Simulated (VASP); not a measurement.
# K (Im-3m) in VASP: a series of runs

The runs below take K through single point, relaxation of cell and atoms, with revPBE+D3(BJ), revPBE+D4, LDA, RPBE, BLYP.

Program: VASP 6.6.1. These are calculated values, not measurements. Logs are shortened: lines on timing, memory, paths and dates and some standing lists are left out, and cuts for length are marked.

### 1 The cell of the first run

Symmetry: Im-3m, No. 229, cubic system. The conventional cell has a = 5.216 Å, b = 5.216 Å, c = 5.216 Å, α = 90.00°, β = 90.00°, γ = 90.00°.

### 2 Single point, revPBE+D3(BJ)

Contents of INCAR:

```
SYSTEM = K
PREC     = Accurate       ! precision mode
ENCUT    = 520            ! plane-wave cutoff, eV
EDIFF    = 1E-7           ! SCF threshold, eV
ISMEAR   = -1             ! smearing method
SIGMA    = 0.05           ! smearing width, eV
LREAL    = .False.        ! projectors in reciprocal space
LASPH    = .True.         ! aspherical terms in the spheres
NELM     = 100            ! most SCF steps
ALGO     = Normal         ! electronic algorithm
ISIF     = 2              ! what is computed and relaxed
LWAVE    = .False.        ! write WAVECAR
LCHARG   = .True.         ! write CHGCAR
GGA      = RE             ! functional
IVDW     = 12             ! dispersion correction
LELF     = .True.         ! ELF
LVHAR    = .True.       
NBANDS   = 10             ! bands
```

Contents of KPOINTS:

```
regular mesh
0
Gamma
  7 7 7
  0 0 0
```

Contents of POSCAR:

```
K
1.0
   -2.6079215043      2.6079215043      2.6079215043
    2.6079215043     -2.6079215043      2.6079215043
    2.6079215043      2.6079215043     -2.6079215043
K
1
Direct
    0.0000000000      0.0000000000      0.0000000000
```

Potentials or basis: VASP PAW PBE potentials, release 64 (K_sv).

Started as:

```sh
> cat potpaw_PBE.64/K_sv/POTCAR > POTCAR
> mpirun -np 1 vasp_std > vasp.out
```

OUTCAR:

```text
SYSTEM = K
   PREC = Accurate
   ENCUT = 520
   EDIFF = 1E-7
   ISMEAR = -1
   LREAL = .False.
   LASPH = .True.
   NELM = 100
   ISIF = 2
   GGA = RE
   IVDW = 12
 IVDW          = 12

 ion  position               nearest neighbor table
   1  0.000  0.000  0.000-

  LATTYP: Found a body centered cubic cell.
 ALAT       =     5.2158430086

  Lattice vectors:

 A1 = (  -2.6079215043,   2.6079215043,   2.6079215043)
 A2 = (   2.6079215043,  -2.6079215043,   2.6079215043)
 A3 = (   2.6079215043,   2.6079215043,  -2.6079215043)

Analysis of symmetry for initial positions (statically):
=====================================================================
 Subroutine PRICEL returns:
 Original cell was already a primitive cell.

 Routine SETGRP: Setting up the symmetry group for a
 body centered cubic supercell.

 Subroutine GETGRP returns: Found 48 space group operations
 (whereof 48 operations were pure point group operations)
 out of a pool of 48 trial point group operations.

The static configuration has the point symmetry O_h .

Analysis of symmetry for dynamics (positions and initial velocities):
=====================================================================
 Subroutine PRICEL returns:
 Original cell was already a primitive cell.

 Routine SETGRP: Setting up the symmetry group for a
 body centered cubic supercell.

 Subroutine GETGRP returns: Found 48 space group operations
 (whereof 48 operations were pure point group operations)
 out of a pool of 48 trial point group operations.

The dynamic configuration has the point symmetry O_h .

 Subroutine INISYM returns: Found 48 space group operations
 (whereof 48 operations are pure point group operations),
 and found     1 'primitive' translations

----------------------------------------------------------------------------------------

                                     Primitive cell

  volume of cell :      70.9486

  direct lattice vectors                    reciprocal lattice vectors
    -2.607921504  2.607921504  2.607921504     0.000000000  0.191723562  0.191723562
     2.607921504 -2.607921504  2.607921504     0.191723562  0.000000000  0.191723562
     2.607921504  2.607921504 -2.607921504     0.191723562  0.191723562  0.000000000

  length of vectors
     4.517052548  4.517052548  4.517052548     0.271138061  0.271138061  0.271138061

  position of ions in fractional coordinates (direct lattice)
     0.000000000  0.000000000  0.000000000

  ion indices of the primitive-cell ions
   primitive index   ion index
                 1           1

----------------------------------------------------------------------------------------

 KPOINTS: regular mesh

Automatic generation of k-mesh.
 Grid dimensions read from file:
 generate k-points for:    7    7    7

 Generating k-lattice:

  Cartesian coordinates                     Fractional coordinates (reciprocal lattice)
     0.000000000  0.027389080  0.027389080     0.142857143  0.000000000  0.000000000
     0.027389080  0.000000000  0.027389080     0.000000000  0.142857143  0.000000000
     0.027389080  0.027389080  0.000000000     0.000000000  0.000000000  0.142857143

  Length of vectors
     0.038734009  0.038734009  0.038734009

  Shift w.r.t. Gamma in fractional coordinates (k-lattice)
     0.000000000  0.000000000  0.000000000

 Subroutine IBZKPT returns following result:
 ===========================================

 Found     20 irreducible k-points:

 Following reciprocal coordinates:
            Coordinates               Weight
  0.000000  0.000000  0.000000      1.000000
  0.142857  0.000000  0.000000     12.000000
  0.285714  0.000000  0.000000     12.000000
  0.428571  0.000000  0.000000     12.000000
  0.142857  0.142857  0.000000     24.000000
  0.285714  0.142857  0.000000     48.000000
[... 12 lines left out ...]
 -0.428571 -0.428571  0.285714      8.000000
 -0.428571  0.428571  0.428571      6.000000
   k-points           NKPTS =     20   k-points in BZ     NKDIM =     20   number of bands    NBANDS=     10
[... 45 lines left out ...]
 Fermi energy:         0.0614802440

 k-point     1 :       0.0000    0.0000    0.0000
  band No.  band energies     occupation
      1     -32.1333      2.00000
      2     -15.5486      2.00000
      3     -15.5486      2.00000
      4     -15.5486      2.00000
      5      -2.1278      2.00000
      6       4.4501      0.00000
      7       4.4501      0.00000
      8       4.4501      0.00000
      9       5.3601      0.00000
     10       5.3601      0.00000

 k-point     2 :       0.1429    0.0000    0.0000
  band No.  band energies     occupation
      1     -32.1324      2.00000
      2     -15.5629      2.00000
      3     -15.5533      2.00000
      4     -15.5486      2.00000
      5      -1.8694      2.00000
      6       3.9743      0.00000
      7       4.1412      0.00000
      8       4.6601      0.00000
      9       5.1123      0.00000
     10       5.3047      0.00000

 k-point     3 :       0.2857    0.0000    0.0000
  band No.  band energies     occupation
      1     -32.1304      2.00000
      2     -15.5946      2.00000
      3     -15.5639      2.00000
      4     -15.5486      2.00000
      5      -1.1295      2.00000
      6       2.7045      0.00000
      7       3.6314      0.00000
      8       5.2205      0.00000
      9       5.2724      0.00000
     10       5.3396      0.00000

 k-point     4 :       0.4286    0.0000    0.0000
  band No.  band energies     occupation
      1     -32.1288      2.00000
      2     -15.6197      2.00000
      3     -15.5724      2.00000
      4     -15.5485      2.00000
      5      -0.0153      1.64548
      6       1.3348      0.00000
      7       3.3183      0.00000
      8       5.1207      0.00000
      9       5.6800      0.00000
     10       6.2353      0.00000
[... 170 lines left out ...]
 k-point    18 :      -0.4286    0.4286    0.2857
  band No.  band energies     occupation
      1     -32.1265      2.00000
      2     -15.6078      2.00000
      3     -15.5899      2.00000
      4     -15.5820      2.00000
      5       0.7535      0.00000
      6       1.8204      0.00000
      7       3.3337      0.00000
      8       3.5276      0.00000
      9       4.5880      0.00000
     10       6.2075      0.00000

 k-point    19 :      -0.4286   -0.4286    0.2857
  band No.  band energies     occupation
      1     -32.1258      2.00000
      2     -15.6033      2.00000
      3     -15.6033      2.00000
      4     -15.5844      2.00000
      5       1.5005      0.00000
      6       1.5005      0.00000
      7       2.6885      0.00000
      8       4.1884      0.00000
      9       4.1884      0.00000
     10       6.1099      0.00000

 k-point    20 :      -0.4286    0.4286    0.4286
  band No.  band energies     occupation
      1     -32.1252      2.00000
      2     -15.6019      2.00000
      3     -15.5995      2.00000
      4     -15.5995      2.00000
      5       1.4146      0.00000
      6       1.8137      0.00000
      7       3.6280      0.00000
      8       3.6280      0.00000
      9       3.6550      0.00000
     10       6.4324      0.00000

------------------------ aborting loop because EDIFF is reached ----------------------------------------

 Edisp (eV)   -0.20746

 E8    (eV) :    -0.1585

  FORCE on cell =-STRESS in cart. coord.  units (eV):
  Direction    XX          YY          ZZ          XY          YZ          ZX
  --------------------------------------------------------------------------------------
  -------------------------------------------------------------------------------------
  Total      -0.00787    -0.00787    -0.00787     0.00000    -0.00000     0.00000
  in kB      -0.17771    -0.17771    -0.17771     0.00000    -0.00000     0.00000
  external pressure =       -0.18 kB  Pullay stress =        0.00 kB

 VOLUME and BASIS-vectors are now :
 -----------------------------------------------------------------------------
  energy-cutoff  :      520.00
  volume of cell :       70.95
      direct lattice vectors                 reciprocal lattice vectors
    -2.607921504  2.607921504  2.607921504     0.000000000  0.191723562  0.191723562
     2.607921504 -2.607921504  2.607921504     0.191723562  0.000000000  0.191723562
     2.607921504  2.607921504 -2.607921504     0.191723562  0.191723562  0.000000000

 POSITION                                       TOTAL-FORCE (eV/Angst)
 -----------------------------------------------------------------------------------
      0.00000      0.00000      0.00000         0.000000      0.000000     -0.000000
 -----------------------------------------------------------------------------------
    total drift:                               -0.000000      0.000000      0.000000

  FREE ENERGIE OF THE ION-ELECTRON SYSTEM (eV)
  ---------------------------------------------------
  free  energy   TOTEN  =        -1.1483436320 eV

  energy  without entropy=       -1.1414678586  energy(sigma->0) =       -1.14490575
```

Run time: 20 s. Hardware: 1 thread of Intel Xeon 8259CL, shared host; peak memory 0.2 GiB.

Results:

| Quantity | Value |
| --- | --- |
| Free energy | -1.1483 eV |
| Pressure | 0.0 GPa |
| Band gap on the k mesh | zero (an odd number of electrons rules out a gap without spin polarisation) |
| Dispersion energy per atom | -0.207 eV |

Levels at points of the mesh, in eV from the Fermi level:
| k point | band 1 | band 2 | band 3 | band 4 | band 5 | band 6 | band 7 | band 8 | band 9 | band 10 |
| --- | --- | --- | --- | --- | --- | --- | --- | --- | --- | --- |
| (0.00, 0.00, 0.00) | -32.19 | -15.61 | -15.61 | -15.61 | -2.19 | 4.39 | 4.39 | 4.39 | 5.30 | 5.30 |

Caveat: the PAW data sets were made with another functional, which shifts forces and pressure a little.

### 3 Single point, revPBE+D4

This run uses another cell than the first one, of 75.26 Å³/atom.

Contents of INCAR:

```
PREC = Accurate
ENCUT = 520
EDIFF = 1E-6
ISMEAR = -1
SIGMA = 0.05
LREAL = False
LASPH = True
NELM = 80
ALGO = Normal
ISIF = 2
LWAVE = False
LCHARG = False
GGA = RE
IVDW = 13
NBANDS = 10
```

Contents of KPOINTS:

```
regular mesh
0
Gamma
  7 7 7
```

Contents of POSCAR:

```
K
1.0
   -2.6597175129      2.6597175129      2.6597175129
    2.6597175129     -2.6597175129      2.6597175129
    2.6597175129      2.6597175129     -2.6597175129
K
1
Direct
    0.0000000000      0.0000000000      0.0000000000
```

Potentials or basis: VASP PAW PBE potentials, release 64 (K_sv).

Started as:

```sh
> cat potpaw_PBE.64/K_sv/POTCAR > POTCAR
> mpirun -np 1 vasp_std > vasp.out
```

Run time: 19 s. Hardware: 1 thread of Intel Xeon 8259CL, shared host; peak memory 0.2 GiB.

It converged, with:

```yaml
Free_energy: -1.0365 eV
Pressure: 0.0 GPa
Band_gap_on_the_k_mesh: zero (an odd number of electrons rules out a gap without spin polarisation)
Dispersion_energy_per_atom: -0.087 eV
```

Levels at points of the mesh, in eV from the Fermi level:
```csv
k point,band 1,band 2,band 3,band 4,band 5,band 6,band 7,band 8,band 9,band 10
"(0.00, 0.00, 0.00)",-32.23,-15.65,-15.65,-15.65,-2.11,4.33,4.33,4.33,5.20,5.20
```

Caveat: the PAW data sets were made with another functional, which shifts forces and pressure a little.

### 4 Single point, LDA

This run uses another cell than the first one, of 78.52 Å³/atom.

Contents of INCAR:

```
ALGO = Normal
EDIFF = 1E-6
ENCUT = 520
ISIF = 2
ISMEAR = -1
LASPH = True
LCHARG = True
LELF = True
LREAL = False
LVHAR = True
LWAVE = False
NBANDS = 10
NELM = 80
PREC = Accurate
SIGMA = 0.05
```

Contents of KPOINTS:

```
k-points
0
Gamma
  7 7 7
```

Contents of POSCAR:

```
K
1.0
   -2.6975585167      2.6975585167      2.6975585167
    2.6975585167     -2.6975585167      2.6975585167
    2.6975585167      2.6975585167     -2.6975585167
K
1
Direct
    0.0000000000      0.0000000000      0.0000000000
```

Potentials or basis: VASP PAW LDA potentials, release 64 (K_sv).

Started as:

```sh
> cat potpaw_LDA.64/K_sv/POTCAR > POTCAR
> mpirun -np 1 vasp_std > vasp.out
```

Wall time 18 s (1 thread of Intel Xeon 8259CL, shared host); peak memory 0.16 GiB.

The run converged. Its results:

```
Free energy            : -1.1371 eV
Pressure               : -0.6 GPa
Band gap on the k mesh : zero (an odd number of electrons rules out a gap without spin polarisation)
```

Levels at points of the mesh, in eV from the Fermi level:
```tsv
k point	band 1	band 2	band 3	band 4	band 5	band 6	band 7	band 8	band 9	band 10
(0.00, 0.00, 0.00)	-31.86	-15.54	-15.54	-15.54	-2.07	4.10	4.10	4.10	4.99	4.99
```

### 5 Single point, RPBE

This run uses another cell than the first one, of 78.52 Å³/atom.

Contents of INCAR:

```
SYSTEM = K
ALGO     = Normal         ! electronic algorithm
EDIFF    = 1E-7           ! SCF threshold, eV
ENCUT    = 520            ! plane-wave cutoff, eV
GGA      = RP             ! functional
ISIF     = 2              ! what is computed and relaxed
ISMEAR   = -1             ! smearing method
LASPH    = .True.         ! aspherical terms in the spheres
LCHARG   = .True.         ! write CHGCAR
LELF     = .True.         ! ELF
LREAL    = .False.        ! projectors in reciprocal space
LVHAR    = .True.       
LWAVE    = .False.        ! write WAVECAR
NBANDS   = 10             ! bands
NELM     = 100            ! most SCF steps
PREC     = Accurate       ! precision mode
SIGMA    = 0.05           ! smearing width, eV
```

Contents of KPOINTS:

```
k-points
0
Gamma
  7 7 7
  0 0 0
```

POSCAR is that of step 4.

Potentials or basis: VASP PAW PBE potentials, release 64 (K_sv).

Started as:

```sh
> cat potpaw_PBE.64/K_sv/POTCAR > POTCAR
> mpirun -np 1 vasp_std > vasp.out
```

Run time: 16 s. Hardware: 1 thread of Intel Xeon 8259CL, shared host; peak memory 0.2 GiB.

The run converged. Its results:

```
Free energy            : -0.9438 eV
Pressure               : 0.1 GPa
Band gap on the k mesh : zero (an odd number of electrons rules out a gap without spin polarisation)
```

Levels at points of the mesh, in eV from the Fermi level:
```
           k point  band 3  band 4  band 5  band 6  band 7  band 8
(0.00, 0.00, 0.00)  -15.69  -15.69   -2.05    4.29    4.29    4.29
```

Caveat: the PAW data sets were made with another functional, which shifts forces and pressure a little.

### 6 Single point, BLYP

This run uses another cell than the first one, of 78.52 Å³/atom.

Contents of INCAR:

```
PREC = Accurate
ENCUT = 520
EDIFF = 1E-6
ISMEAR = -1
SIGMA = 0.05
LREAL = False
LASPH = True
NELM = 80
ALGO = Normal
ISIF = 2
LWAVE = False
LCHARG = True
GGA = B5
ALDAX = 1.0
AGGAX = 1.0
AGGAC = 1.0
ALDAC = 0.0
LELF = True
LVHAR = True
NBANDS = 10
```

Contents of KPOINTS:

```
regular mesh
0
Gamma
  7 7 7
```

POSCAR is that of step 5.

Potentials or basis: VASP PAW PBE potentials, release 64 (K_sv).

Started as:

```sh
> cat potpaw_PBE.64/K_sv/POTCAR > POTCAR
> mpirun -np 1 vasp_std > vasp.out
```

Wall time 32 s (1 thread of Intel Xeon 8259CL, shared host); peak memory 0.2 GiB.

The run converged. Its results:

```yaml
Free_energy: -0.7073 eV
Pressure: -0.1 GPa
Band_gap_on_the_k_mesh: zero (an odd number of electrons rules out a gap without spin polarisation)
```

Levels at points of the mesh, in eV from the Fermi level:
| k point | band 3 | band 4 | band 5 | band 6 | band 7 | band 8 |
| --- | --- | --- | --- | --- | --- | --- |
| (0.00, 0.00, 0.00) | -15.83 | -15.83 | -2.07 | 3.98 | 3.98 | 3.98 |

Caveat: the PAW data sets were made with another functional, which shifts forces and pressure a little.

### 7 Relaxation of cell and atoms, revPBE+D3(BJ)

This run uses another cell than the first one, of 78.52 Å³/atom.

Contents of INCAR:

```
SYSTEM = K
  PREC = Accurate
  ENCUT = 600
  EDIFF = 1E-6
  ISMEAR = -1
  SIGMA = 0.05
  LREAL = .False.
  LASPH = .True.
  NELM = 100
  ALGO = Normal
  ISIF = 3
  LWAVE = .False.
  LCHARG = .False.
  GGA = RE
  IVDW = 12
  IBRION = 2
  NSW = 80
  EDIFFG = -0.005
```

Contents of KPOINTS:

```
regular mesh
0
Gamma
  7 7 7
  0 0 0
```

POSCAR is that of step 6.

Started as:

```sh
> cat potpaw_PBE.64/K_sv/POTCAR > POTCAR
> mpirun -np 1 vasp_std > vasp.out
```

It took 1.9 min on 1 thread of Intel Xeon 8259CL, shared host; peak memory 0.25 GiB.

It converged, with:

```
Free energy                           : -1.1487 eV
Relaxed volume                        : 70.83 Å³/atom
Relaxed cell                          : a = 4.515 Å, b = 4.515 Å, c = 4.515 Å, α = 109.47°, β = 109.47°, γ = 109.47°
Space group after relaxing (to 0.1 Å) : Im-3m (No. 229)
Energy gained by relaxing             : 8.7 meV/atom
Ionic steps                           : 6
Pressure after relaxing               : 0.0 GPa
Band gap on the k mesh                : zero (an odd number of electrons rules out a gap without spin polarisation)
Dispersion energy per atom            : -0.208 eV
```

Step by step:
```tsv
step	energy change (eV)	largest force (eV/Å)	pressure (GPa)	volume (Å³)
1	0.0000	0.0000	-0.34	78.52
2	-0.0036	0.0000	-0.27	76.65
3	-0.0077	0.0000	-0.12	73.39
4	-0.0061	0.0000	0.23	67.16
5	-0.0087	0.0000	-0.01	71.06
6	-0.0087	0.0000	0.00	70.83
```

Final structure:
```yaml
crystal:
  lattice:
    - [-2.60646, 2.60646, 2.60646]
    - [2.60646, -2.60646, 2.60646]
    - [2.60646, 2.60646, -2.60646]
  atoms:
    - { symbol: K, position: [0.00000, 0.00000, 0.00000] }
```

Levels at points of the mesh, in eV from the Fermi level:
```tsv
k point	band 1	band 2	band 3	band 4	band 5	band 6	band 7	band 8
(0.00, 0.00, 0.00)	-32.19	-15.61	-15.61	-15.61	-2.19	4.39	4.39	4.39
```

Caveat: the PAW data sets were made with another functional, which shifts forces and pressure a little.

### 8 Overview

```tsv
task	level	potentials or basis	cell	cutoff (eV)	gap on the mesh (eV)	pressure (GPa)
single point	revPBE+D3(BJ)	VASP PAW PBE potentials, release 64 (K_sv)	a = 4.517 Å, angles 109.5°, 1 atom	520	none	0.0
single point	revPBE+D4	VASP PAW PBE potentials, release 64 (K_sv)	a = 4.607 Å, angles 109.5°, 1 atom	520	none	0.0
single point	LDA	VASP PAW LDA potentials, release 64 (K_sv)	a = 4.672 Å, angles 109.5°, 1 atom	520	none	-0.6
single point	RPBE	VASP PAW PBE potentials, release 64 (K_sv)	a = 4.672 Å, angles 109.5°, 1 atom	520	none	0.1
single point	BLYP	VASP PAW PBE potentials, release 64 (K_sv)	a = 4.672 Å, angles 109.5°, 1 atom	520	none	-0.1
relaxation of cell and atoms	revPBE+D3(BJ)	VASP PAW PBE potentials, release 64 (K_sv)	relaxed from a = 4.672 Å, angles 109.5°, 1 atom	600	none	0.0
```

Alike in all rows: no spin polarisation; k mesh 7 × 7 × 7; smearing fermi-dirac 0.05 eV.

Caveats: the PAW data sets were made with another functional, which shifts forces and pressure a little (at least some runs).

Absolute energies hang on the potentials; compare differences alone.
